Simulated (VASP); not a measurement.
# Ga (Fd-3m) in VASP: notebook

Runs on Ga. Level: PBEsol. Tasks: single point.

Everything below comes from runs of VASP 6.6.1. Logs are shortened: lines on timing, memory, paths and dates and some standing lists are left out, and cuts for length are marked.

### Step 1. The cell of the first run

Symmetry: Fd-3m, No. 227, cubic system. The conventional cell has a = 4.859 Å, b = 4.859 Å, c = 4.859 Å, α = 90.00°, β = 90.00°, γ = 90.00°. Within 2.8 Å of Ga (site symmetry -43m) lie 4 Ga at 2.10 Å.

### Step 2. Single point, PBEsol (volume scaled by 0.6)

INCAR

```
PREC = Accurate
ENCUT = 520
EDIFF = 1E-7
ISMEAR = -1
SIGMA = 0.08
LREAL = F
LASPH = T
NELM = 80
ALGO = Normal
ISIF = 2
LWAVE = F
LCHARG = F
GGA = PS
NBANDS = 20
```

KPOINTS

```
regular mesh
0
Gamma
  13 13 13
```

POSCAR

```
Ga
1.0
    0.0000000000      2.4293357295      2.4293357295
    2.4293357295      0.0000000000      2.4293357295
    2.4293357295      2.4293357295      0.0000000000
Ga
2
Direct
   -0.1250000000     -0.1250000000     -0.1250000000
    0.1250000000      0.1250000000      0.1250000000
```

Potentials or basis: VASP PAW PBE potentials, release 64 (Ga_d).

On the command line:

```sh
> cat potpaw_PBE.64/Ga_d/POTCAR > POTCAR
> mpirun -np 1 vasp_std > vasp.out
```

OUTCAR:

```text
PREC = Accurate
   ENCUT = 520
   EDIFF = 1E-7
   ISMEAR = -1
   LREAL = F
   LASPH = T
   NELM = 80
   ISIF = 2
   GGA = PS

 ion  position               nearest neighbor table
   1  0.875  0.875  0.875-   2 2.10   2 2.10   2 2.10   2 2.10
   2  0.125  0.125  0.125-   1 2.10   1 2.10   1 2.10   1 2.10

  LATTYP: Found a face centered cubic cell.
 ALAT       =     4.8586714590

  Lattice vectors:

 A1 = (   0.0000000000,   2.4293357295,   2.4293357295)
 A2 = (   2.4293357295,   0.0000000000,   2.4293357295)
 A3 = (   2.4293357295,   2.4293357295,   0.0000000000)

Analysis of symmetry for initial positions (statically):
=====================================================================
 Subroutine PRICEL returns:
 Original cell was already a primitive cell.

 Routine SETGRP: Setting up the symmetry group for a
 face centered cubic supercell.

 Subroutine GETGRP returns: Found 48 space group operations
 (whereof 12 operations were pure point group operations)
 out of a pool of 48 trial point group operations.

The static configuration has the point symmetry D_3d.
 The point group associated with its full space group is O_h .

Analysis of symmetry for dynamics (positions and initial velocities):
=====================================================================
 Subroutine PRICEL returns:
 Original cell was already a primitive cell.

 Routine SETGRP: Setting up the symmetry group for a
 face centered cubic supercell.

 Subroutine GETGRP returns: Found 48 space group operations
 (whereof 12 operations were pure point group operations)
 out of a pool of 48 trial point group operations.

The dynamic configuration has the point symmetry D_3d.
 The point group associated with its full space group is O_h .

 Subroutine INISYM returns: Found 48 space group operations
 (whereof 12 operations are pure point group operations),
 and found     1 'primitive' translations

----------------------------------------------------------------------------------------

                                     Primitive cell

  volume of cell :      28.6743

  direct lattice vectors                    reciprocal lattice vectors
     0.000000000  2.429335729  2.429335729    -0.205817580  0.205817580  0.205817580
     2.429335729  0.000000000  2.429335729     0.205817580 -0.205817580  0.205817580
     2.429335729  2.429335729  0.000000000     0.205817580  0.205817580 -0.205817580

  length of vectors
     3.435599536  3.435599536  3.435599536     0.356486505  0.356486505  0.356486505

  position of ions in fractional coordinates (direct lattice)
     0.875000000  0.875000000  0.875000000
     0.125000000  0.125000000  0.125000000

  ion indices of the primitive-cell ions
   primitive index   ion index
                 1           1
                 2           2

----------------------------------------------------------------------------------------

 KPOINTS: regular mesh

Automatic generation of k-mesh.
 Grid dimensions read from file:
 generate k-points for:   13   13   13

 Generating k-lattice:

  Cartesian coordinates                     Fractional coordinates (reciprocal lattice)
    -0.015832122  0.015832122  0.015832122     0.076923077  0.000000000  0.000000000
     0.015832122 -0.015832122  0.015832122     0.000000000  0.076923077  0.000000000
     0.015832122  0.015832122 -0.015832122     0.000000000  0.000000000  0.076923077

  Length of vectors
     0.027422039  0.027422039  0.027422039

  Shift w.r.t. Gamma in fractional coordinates (k-lattice)
     0.000000000  0.000000000  0.000000000

 Subroutine IBZKPT returns following result:
 ===========================================

 Found     84 irreducible k-points:

 Following reciprocal coordinates:
            Coordinates               Weight
  0.000000  0.000000  0.000000      1.000000
  0.076923  0.000000  0.000000      8.000000
  0.153846  0.000000  0.000000      8.000000
  0.230769  0.000000  0.000000      8.000000
  0.307692  0.000000  0.000000      8.000000
  0.384615  0.000000  0.000000      8.000000
[... 16 lines left out ...]
  0.384615  0.153846  0.000000     24.000000
  0.461538  0.153846  0.000000     24.000000
 [... further k-points ...]
   k-points           NKPTS =     84   k-points in BZ     NKDIM =     84   number of bands    NBANDS=     20
   number of dos      NEDOS =    301   number of ions     NIONS =      2
   total plane-waves  NPLWV =  21952
   dimension x,y,z NGX =    28 NGY =   28 NGZ =   28
   dimension x,y,z NGXF=    56 NGYF=   56 NGZF=   56
   ions per type =               2
   NGX,Y,Z   is equivalent  to a cutoff of  13.55, 13.55, 13.55 a.u.
   NGXF,Y,Z  is equivalent  to a cutoff of  27.10, 27.10, 27.10 a.u.
 SYSTEM =  unknown system
   PREC   = accura    normal or accurate (medium, high low for compatibility)
   ISTART =      0    job   : 0-new  1-cont  2-samecut
   ICHARG =      2    charge: 1-file 2-atom 10-const
   ISPIN  =      1    spin polarized calculation?
   LNONCOLLINEAR =      F non collinear calculations
   LSORBIT =      F    spin-orbit coupling
   LASPH  =      T    aspherical Exc in radial PAW
   ENCUT  =  520.0 eV  38.22 Ry    6.18 a.u.   6.39  6.39  6.39*2*pi/ulx,y,z
   NELM   =     80;   NELMIN=  2; NELMDL= -5     # of ELM steps
   EDIFF  = 0.1E-06   stopping-criterion for ELM
   LREAL  =      F    real-space projection
   EDIFFG = 0.1E-05   stopping-criterion for IOM
   NSW    =      0    number of steps for IOM
   IBRION =     -1    ionic relax: 0-MD 1-quasi-New 2-CG
   NFREE  =      0    steps in history (QN), initial steepest desc. (CG)
   ISIF   =      2    stress and relaxation
   ISYM   =      2    0-nonsym 1-usesym 2-fastsym
   POTIM  = 0.5000    time-step for ionic-motion
   TEBEG  =    0.0;   TEEND  =   0.0 temperature during run
   PSTRESS=    0.0 pullay stress
   NELECT =      26.0000    total number of electrons
   NUPDOWN=      -1.0000    fix difference up-down
   EMIN   =  10.00;   EMAX   =-10.00  energy-range for DOS
   EFERMI =   0.00;   METHOD = LEGACY
   ISMEAR =    -1;   SIGMA  =   0.08  broadening in eV -4-tet -1-fermi 0-gaus
   EFERMI_NEDOS =   21; number of points for ismear=-14 and -15
   IALGO  =     38    algorithm
   IMIX   =      4    mixing-type and parameters
     AMIX     =   0.40;   BMIX     =  1.00
     AMIX_MAG =   1.60;   BMIX_MAG =  1.00
  volume/ion in A,a.u.               =      14.34        96.75
  Fermi-wavevector in a.u.,A,eV,Ry     =   1.584535  2.994336 34.160829  2.510750
  Thomas-Fermi vector in A             =   2.684138
   LORBIT       =      0    0 simple, 1 ext, 2 COOP (PROOUT), +10 PAW based schemes
   GGA     = PS    functional components
   LHFCALC =     F    Hartree Fock is set to
   AEXX    =    0.0000 exact exchange contribution
   IVDW    =     0    specifies the selected vdW correction
   LEPSILON=     F    determine dielectric tensor
   LRPA    =     F    only Hartree local field effects (RPA)
 non-spin polarized calculation
  energy-cutoff  :      520.00
  volume of cell :       28.67
 maximum number of plane-waves:       787
 NGX is ok and might be reduce to    28
   NGX = 13   NGY = 13   NGZ = 13

 number of electron      25.9999988 magnetization

 Free energy of the ion-electron system (eV)
  ---------------------------------------------------
  ext. energy  EPLUGINS =         0.00000000
  ---------------------------------------------------
  free energy    TOTEN  =        -3.35748964 eV

  energy without entropy =       -3.34743156  energy(sigma->0) =       -3.35246060

 E-fermi :   7.4636     XC(G=0): -12.3399

 val. band max:        7.3959901785   @ k =   0.3077   0.3077   0.0000
 cond. band min:       7.5549638128   @ k =   0.3846   0.3077   0.0769
 fundamental gap:      0.1589736343
 Fermi energy:         7.4636168445

 k-point     1 :       0.0000    0.0000    0.0000
  band No.  band energies     occupation
      1      -8.5340      2.00000
      2      -8.5340      2.00000
      3      -8.5340      2.00000
      4      -8.4496      2.00000
      5      -8.4496      2.00000
      6      -7.4807      2.00000
[... 12 lines left out ...]
     19      18.1632      0.00000
     20      21.7979      0.00000

 k-point     2 :       0.0769    0.0000    0.0000
  band No.  band energies     occupation
      1      -8.5633      2.00000
      2      -8.5633      2.00000
      3      -8.5306      2.00000
      4      -8.4103      2.00000
      5      -8.4103      2.00000
      6      -7.4961      2.00000
[... 12 lines left out ...]
     19      18.8301      0.00000
     20      20.6255      0.00000

 k-point     3 :       0.1538    0.0000    0.0000
  band No.  band energies     occupation
      1      -8.5996      2.00000
      2      -8.5996      2.00000
      3      -8.5216      2.00000
      4      -8.3487      2.00000
      5      -8.3487      2.00000
      6      -7.5372      2.00000
[... 12 lines left out ...]
     19      19.7411      0.00000
     20      19.7505      0.00000

 k-point     4 :       0.2308    0.0000    0.0000
  band No.  band energies     occupation
      1      -8.6195      2.00000
      2      -8.6195      2.00000
      3      -8.5096      2.00000
      4      -8.2991      2.00000
      5      -8.2991      2.00000
      6      -7.5934      2.00000
[... 12 lines left out ...]
     19      19.7961      0.00000
     20      19.7961      0.00000

 k-point     5 :       0.3077    0.0000    0.0000
  band No.  band energies     occupation
      1      -8.6222      2.00000
      2      -8.6222      2.00000
      3      -8.4969      2.00000
      4      -8.2743      2.00000
      5      -8.2743      2.00000
      6      -7.6525      2.00000
[... 12 lines left out ...]
     19      20.8766      0.00000
     20      20.8766      0.00000

 k-point     6 :       0.3846    0.0000    0.0000
  band No.  band energies     occupation
      1      -8.6134      2.00000
      2      -8.6134      2.00000
      3      -8.4856      2.00000
      4      -8.2728      2.00000
      5      -8.2728      2.00000
      6      -7.7021      2.00000
[... 12 lines left out ...]
     19      22.5312      0.00000
     20      22.5312      0.00000

 k-point     7 :       0.4615    0.0000    0.0000
  band No.  band energies     occupation
      1      -8.6039      2.00000
      2      -8.6039      2.00000
      3      -8.4788      2.00000
      4      -8.2796      2.00000
      5      -8.2796      2.00000
      6      -7.7307      2.00000
[... 12 lines left out ...]
     19      24.3791      0.00000
     20      24.3791      0.00000
[... 277 lines left out ...]
 k-point    20 :       0.1538    0.1538    0.0000
  band No.  band energies     occupation
      1      -8.6484      2.00000
      2      -8.5505      2.00000
      3      -8.5505      2.00000
      4      -8.3707      2.00000
      5      -8.2512      2.00000
      6      -7.7040      2.00000
[... 12 lines left out ...]
     19      20.8437      0.00000
     20      20.9317      0.00000

 k-point    21 :       0.2308    0.1538    0.0000
  band No.  band energies     occupation
      1      -8.6708      2.00000
      2      -8.5638      2.00000
      3      -8.5492      2.00000
      4      -8.3234      2.00000
      5      -8.1866      2.00000
      6      -7.7812      2.00000
[... 12 lines left out ...]
     19      21.7183      0.00000
     20      22.1065      0.00000

 k-point    22 :       0.3077    0.1538    0.0000
  band No.  band energies     occupation
      1      -8.6881      2.00000
      2      -8.5774      2.00000
      3      -8.5320      2.00000
      4      -8.2768      2.00000
      5      -8.1370      2.00000
      6      -7.8326      2.00000
[... 12 lines left out ...]
     19      21.2973      0.00000
     20      22.6487      0.00000

 k-point    23 :       0.3846    0.1538    0.0000
  band No.  band energies     occupation
      1      -8.6986      2.00000
      2      -8.5890      2.00000
      3      -8.5019      2.00000
      4      -8.2402      2.00000
      5      -8.1216      2.00000
      6      -7.8477      2.00000
[... 12 lines left out ...]
     19      20.8072      0.00000
     20      24.0221      0.00000

 k-point    24 :       0.4615    0.1538    0.0000
  band No.  band energies     occupation
      1      -8.7022      2.00000
      2      -8.6040      2.00000
      3      -8.4633      2.00000
      4      -8.2084      2.00000
      5      -8.1427      2.00000
      6      -7.8366      2.00000
[... 12 lines left out ...]
     19      20.6662      0.00000
     20      25.4318      0.00000

 [... further k-points ...]
[... 5 lines left out ...]
  --------------------------------------------------------------------------------------
  -------------------------------------------------------------------------------------
  Total       12.9664300     12.9664300     12.9664300      0.0000000     -0.0000000      0.0000000
  in kB      724.5000053    724.5000053    724.5000053      0.0000000     -0.0000000      0.0000000
  external PRESSURE =     724.5000053 kB  Pullay stress =       0.0000000 kB

 VOLUME and BASIS-vectors are now :
 -----------------------------------------------------------------------------
  energy-cutoff  :      520.00
  volume of cell :       28.67
      direct lattice vectors                 reciprocal lattice vectors
     0.000000000  2.429335729  2.429335729    -0.205817580  0.205817580  0.205817580
     2.429335729  0.000000000  2.429335729     0.205817580 -0.205817580  0.205817580
     2.429335729  2.429335729  0.000000000     0.205817580  0.205817580 -0.205817580

 POSITION                                       TOTAL-FORCE (eV/Angst)
 -----------------------------------------------------------------------------------
      4.25134      4.25134      4.25134        -0.000000      0.000000     -0.000000
      0.60733      0.60733      0.60733         0.000000     -0.000000      0.000000
 -----------------------------------------------------------------------------------
    total drift:                                0.000000     -0.000000     -0.000000

  FREE ENERGIE OF THE ION-ELECTRON SYSTEM (eV)
  ---------------------------------------------------
  free  energy   TOTEN  =        -3.3574896416 eV

  energy  without entropy=       -3.3474315562  energy(sigma->0) =       -3.35246060
```

It took 22 s on 1 thread of Intel Xeon 6975P-C (Granite Rapids), shared host; peak memory 0.17 GiB.

Results:

```
Free energy            : -3.3575 eV
Pressure               : 72.5 GPa
Band gap on the k mesh : zero (band 13 reaches 12.36 eV, above the bottom of band 14 at 4.87 eV)
```

Caveat: the PAW data sets were made with another functional, which shifts forces and pressure a little.

### Step 3. Single point, PBEsol (volume scaled by 0.68)

INCAR

```
SYSTEM = Ga
PREC = Accurate
ENCUT = 520
EDIFF = 1E-6
ISMEAR = -1
SIGMA = 0.08
LREAL = .FALSE.
LASPH = .TRUE.
NELM = 80
ALGO = Normal
ISIF = 2
LWAVE = .FALSE.
LCHARG = .FALSE.
GGA = PS
NBANDS = 20
```

KPOINTS

```
regular mesh
0
G
  13 13 13
  0 0 0
```

POSCAR

```
Ga
1.0
    0.0000000000      2.5328341807      2.5328341807
    2.5328341807      0.0000000000      2.5328341807
    2.5328341807      2.5328341807      0.0000000000
Ga
2
Direct
   -0.1250000000     -0.1250000000     -0.1250000000
    0.1250000000      0.1250000000      0.1250000000
```

Potentials or basis: VASP PAW PBE potentials, release 64 (Ga_d).

On the command line:

```sh
> cat potpaw_PBE.64/Ga_d/POTCAR > POTCAR
> mpirun -np 1 vasp_std > vasp.out
```

It took 20 s on 1 thread of Intel Xeon 6975P-C (Granite Rapids), shared host; peak memory 0.18 GiB.

It converged, with:

| Quantity | Value |
| --- | --- |
| Free energy | -4.6760 eV |
| Pressure | 41.1 GPa |
| Band gap on the k mesh | zero (band 13 reaches 10.37 eV, above the bottom of band 14 at 3.88 eV) |

Levels at points of the mesh, in eV from the Fermi level:
| k point | band 10 | band 11 | band 12 | band 13 | band 14 | band 15 | band 16 | band 17 |
| --- | --- | --- | --- | --- | --- | --- | --- | --- |
| (0.00, 0.00, 0.00) | -14.46 | -12.17 | 4.30 | 4.30 | 4.30 | 6.20 | 6.20 | 6.20 |

Caveat: the PAW data sets were made with another functional, which shifts forces and pressure a little.

### Step 4. Single point, PBEsol (volume scaled by 0.76)

INCAR

```
ALGO = Normal ; EDIFF = 1E-6
ENCUT = 520 ; GGA = PS
ISIF = 2 ; ISMEAR = -1
LASPH = True ; LCHARG = True
LELF = True ; LREAL = False
LVHAR = True ; LWAVE = False
NBANDS = 20 ; NELM = 80
PREC = Accurate ; SIGMA = 0.08
```

KPOINTS

```
k-points
0
Gamma
  13 13 13
```

POSCAR

```
Ga
1.0
    0.0000000000      2.6285020389      2.6285020389
    2.6285020389      0.0000000000      2.6285020389
    2.6285020389      2.6285020389      0.0000000000
Ga
2
Direct
   -0.1250000000     -0.1250000000     -0.1250000000
    0.1250000000      0.1250000000      0.1250000000
```

On the command line:

```sh
> cat potpaw_PBE.64/Ga_d/POTCAR > POTCAR
> mpirun -np 1 vasp_std > vasp.out
```

Run time: 20 s. Hardware: 1 thread of Intel Xeon 6975P-C (Granite Rapids), shared host; peak memory 0.18 GiB.

Results (log left out):

| Item | Value |
| --- | --- |
| Free energy | -5.4156 eV |
| Pressure | 22.7 GPa |
| Band gap on the k mesh | zero (band 13 reaches 8.82 eV, above the bottom of band 14 at 3.11 eV) |

Levels at points of the mesh, in eV from the Fermi level:
```csv
k point,band 9,band 10,band 11,band 12,band 13,band 14,band 15,band 16,band 17,band 18
"(0.00, 0.00, 0.00)",-14.34,-14.34,-11.32,3.86,3.86,3.86,5.84,5.84,5.84,7.21
```

Caveat: the PAW data sets were made with another functional, which shifts forces and pressure a little.

### Step 5. Single point, PBEsol (volume scaled by 0.76)

INCAR

```
SYSTEM = Ga
PREC = Accurate ; ENCUT = 520
EDIFF = 1E-6 ; ISMEAR = -1
SIGMA = 0.08 ; LREAL = .False.
LASPH = .True. ; NELM = 60
ALGO = Normal ; ISIF = 2
LWAVE = .False. ; LCHARG = .True.
GGA = PS ; LELF = .True.
LVHAR = .True. ; NBANDS = 20
```

KPOINTS

```
regular mesh
0
Gamma
  13 13 13
  0 0 0
```

POSCAR is that of step 4.

Potentials or basis: VASP PAW PBE potentials, release 64 (Ga_d).

On the command line:

```sh
> cat potpaw_PBE.64/Ga_d/POTCAR > POTCAR
> mpirun -np 1 vasp_std > vasp.out
```

OUTCAR:

```text
SYSTEM = Ga
   PREC = Accurate
   ENCUT = 520
   EDIFF = 1E-6
   ISMEAR = -1
   LREAL = .False.
   LASPH = .True.
   NELM = 60
   ISIF = 2
   GGA = PS

 ion  position               nearest neighbor table
   1  0.875  0.875  0.875-   2 2.28   2 2.28   2 2.28   2 2.28
   2  0.125  0.125  0.125-   1 2.28   1 2.28   1 2.28   1 2.28

  LATTYP: Found a face centered cubic cell.
 ALAT       =     5.2570040778

  Lattice vectors:

 A1 = (   0.0000000000,   2.6285020389,   2.6285020389)
[... 189 lines left out ...]
      3     -10.2189      2.00000
      4     -10.1499      2.00000
      5     -10.1499      2.00000
      6      -9.5351      2.00000
[... 541 lines left out ...]
     19      16.9195      0.00000
     20      20.7084      0.00000

 [... further k-points ...]
[... 5 lines left out ...]
  --------------------------------------------------------------------------------------
  -------------------------------------------------------------------------------------
  Total        5.1366859      5.1366859      5.1366859      0.0000000     -0.0000000     -0.0000000
  in kB      226.5889061    226.5889061    226.5889061      0.0000000     -0.0000000     -0.0000000
  external PRESSURE =     226.5889061 kB  Pullay stress =       0.0000000 kB

 VOLUME and BASIS-vectors are now :
 -----------------------------------------------------------------------------
  energy-cutoff  :      520.00
  volume of cell :       36.32
      direct lattice vectors                 reciprocal lattice vectors
     0.000000000  2.628502039  2.628502039    -0.190222413  0.190222413  0.190222413
     2.628502039  0.000000000  2.628502039     0.190222413 -0.190222413  0.190222413
     2.628502039  2.628502039  0.000000000     0.190222413  0.190222413 -0.190222413

 POSITION                                       TOTAL-FORCE (eV/Angst)
 -----------------------------------------------------------------------------------
      4.59988      4.59988      4.59988        -0.000000     -0.000000     -0.000000
      0.65713      0.65713      0.65713         0.000000      0.000000      0.000000
 -----------------------------------------------------------------------------------
    total drift:                                0.000000      0.000000     -0.000000

  FREE ENERGIE OF THE ION-ELECTRON SYSTEM (eV)
  ---------------------------------------------------
  free  energy   TOTEN  =        -5.4156442572 eV

  energy  without entropy=       -5.3962209525  energy(sigma->0) =       -5.40593260
```

Run time: 20 s. Hardware: 1 thread of Intel Xeon 6975P-C (Granite Rapids), shared host; peak memory 0.18 GiB.

What came out:

* Free energy: -5.4156 eV
* Pressure: 22.7 GPa
* Band gap on the k mesh: zero (band 13 reaches 8.82 eV, above the bottom of band 14 at 3.11 eV)

Caveat: the PAW data sets were made with another functional, which shifts forces and pressure a little.

(Part 1 of 2 ends here.)
